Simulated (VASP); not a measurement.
Crystal: Fe.

```xyz
2
Lattice="0.0000 2.3755 2.3755 2.3755 0.0000 2.3755 2.3755 2.3755 0.0000" Properties=species:S:1:pos:R:3 pbc="T T T"
Fe    2.3755    2.3755    2.3755
Fe    3.5633    3.5633    3.5633
```

This isn't the form of Fe at room conditions, which is bcc.

```yaml
Program: VASP 6.6.1
Task: relaxation of cell and atoms
Functional: PBEsol
Potentials_or_basis: VASP PAW PBE potentials, release 64 (Fe_sv)
Cutoff: 690 eV
k_mesh: 6 × 6 × 6
Occupations: gaussian, width 0.1 eV
Spin: no spin polarisation
```

At the start: pressure 5.2 GPa; volume 13.41 Å³/atom.

**Question.** How do energy, volume and symmetry change on relaxing?

**Answer.** Over 3 steps the energy falls by 5.6 meV/atom and the volume is 13.77 Å³/atom (+2.7 %); space group Fd-3m (No. 227, to 0.1 Å) before and after.

Step by step:
```
step  energy change (eV)  largest force (eV/Å)  pressure (GPa)  volume (Å³)
   1              0.0000                0.0000            5.17        26.81
   2              0.0085                0.0000           -6.14        28.53
   3             -0.0113                0.0000           -0.05        27.53
```

Final structure:
```xyz
2
Lattice="0.0000 2.3966 2.3966 2.3966 0.0000 2.3966 2.3966 2.3966 0.0000" Properties=species:S:1:pos:R:3 pbc="T T T"
Fe    2.3966    2.3966    2.3966
Fe    3.5950    3.5950    3.5950
```

Caveat: the k points lie up to 0.38 Å⁻¹ apart in the final cell, too coarse for converged energies and pressures of a metal; the PAW data sets were made with another functional, which shifts forces and pressure a little; the run has no spin polarisation, though such a crystal can be magnetic.
